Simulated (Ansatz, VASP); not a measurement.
## One calculation of GaN, two programs

Contents of INCAR:

```
SYSTEM = GaN
PREC = Accurate
ENCUT = 520
EDIFF = 1E-6
ISMEAR = 0
SIGMA = 0.03
LREAL = .FALSE.
LASPH = .TRUE.
NELM = 60
ALGO = Normal
ISIF = 2
LWAVE = .FALSE.
LCHARG = .FALSE.
GGA = PS
NBANDS = 16
```

Contents of KPOINTS:

```
regular mesh
0
G
  16 16 16
  0 0 0
```

File POSCAR:

```
GaN
1.0
    0.0000000000      2.2540975367      1.9159829062
    2.2540975367      0.0000000000      1.9159829062
    2.2540975367      2.2540975367      0.0000000000
Ga N
1 1
Direct
    0.0000000000      0.0000000000      0.0000000000
    0.5000000000      0.5000000000      0.5000000000
```

Input for Ansatz:

```yaml
crystal:
  lattice:
    - [0.0, 2.2540975367, 1.9159829062]
    - [2.2540975367, 0.0, 1.9159829062]
    - [2.2540975367, 2.2540975367, 0.0]
  atoms:
    - { symbol: Ga, position: [0.0, 0.0, 0.0] }
    - { symbol: "N", position: [0.5, 0.5, 0.5] }
basis:
  ecutwfc: 420
kpoints:
  mp_grid: { grid: [16, 16, 16] }
hamiltonian:
  xc: pbesol
scf:
  occupations: { method: gaussian, width: 0.03 }
output:
  forces: true
  stress: true
  eigenvalues: true
```

Alike in both runs: task single point; functional PBEsol; k mesh 16 × 16 × 16; occupations gaussian, width 0.03 eV; no spin polarisation.

```csv
,VASP,Ansatz
version,VASP 6.6.1,Ansatz 0.2.0
potentials or method,"VASP PAW PBE potentials, release 64 (Ga_d, N), cutoff 520 eV","scalar-relativistic, plane waves, PAW"
valence electrons in the cell,18,18
```

```csv
,VASP,Ansatz,Ansatz less VASP
gap on the k mesh at the Fermi level (eV),none,none,-
pressure (GPa),2.0,1.8,-0.22
"traceless stress, the component that is largest in VASP (GPa)",20.19,20.67,+0.485
```

VASP's potentials were made for PBE, not for PBEsol. A gap of «none» marks a metal or a gap that the smearing closes.
